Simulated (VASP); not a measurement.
Set up this calculation in VASP 6.6.1, as the native input.

```yaml
Task: single point
Functional: PBE
Potentials_or_basis: VASP PAW PBE potentials, release 64 (Si, W_sv)
Cutoff: 520 eV
k_mesh: 9 × 9 × 6
Occupations: gaussian, width 0.03 eV
Spin: no spin polarisation
Dipole_correction: no
Further_INCAR_settings: ALGO = Normal; EDIFF = 1e-07; NBANDS = 43
```

The structure of Si2W lies in POSCAR:

```
Si2W
1.0
    4.6143995253      0.0000000000      0.0000000000
   -2.3071997627      3.9961872121      0.0000000000
    0.0000000000      0.0000000000      6.6468916183
Si W
6 3
Direct
    0.8613670885      0.7227341769      0.5000000000
    0.1386329115      0.8613670885      0.8333333333
    0.7227341769      0.8613670885      0.1666666667
    0.1386329115      0.2772658231      0.5000000000
    0.8613670885      0.1386329115      0.8333333333
    0.2772658231      0.1386329115      0.1666666667
    0.0000000000      0.5000000000      0.1666666667
    0.5000000000      0.5000000000      0.8333333333
    0.5000000000      0.0000000000      0.5000000000
```

This cell differs from its parent crystal: atoms shifted along a free coordinate, c/a of the conventional cell at fixed volume 1.4405.

The input as run:

INCAR

```
SYSTEM = Si2W
PREC = Accurate
ENCUT = 520
EDIFF = 1E-7
ISMEAR = 0
SIGMA = 0.03
LREAL = .False.
LASPH = .True.
NELM = 80
ALGO = Normal
ISIF = 2
LWAVE = .False.
LCHARG = .True.
GGA = PE
LELF = .True.
LVHAR = .True.
NBANDS = 43
```

KPOINTS

```
regular mesh
0
Gamma
  9 9 6
  0 0 0
```

Potentials or basis: VASP PAW PBE potentials, release 64 (Si, W_sv).

Command:

```bash
$ cat potpaw_PBE.64/Si/POTCAR potpaw_PBE.64/W_sv/POTCAR > POTCAR
$ mpirun -np 1 vasp_std > vasp.out
```

It gave:

```
Pressure               : 6.7 GPa
Largest force          : 4.480 eV/Å
Band gap on the k mesh : zero (bands 33 and 34 overlap by 0.50 eV)
```

Caveat: the cell stands under pressure; spin-orbit coupling is left out, which moves the levels of the heavy elements; forces of over 1 eV/Å act on the atoms, so gaps and moduli don't describe the material at rest.

It took 3.5 min on 1 thread of Intel(R) Xeon(R) Platinum 8375C CPU @ 2.90GHz (Ice Lake), with other jobs on the host, peak memory 0.36 GiB.
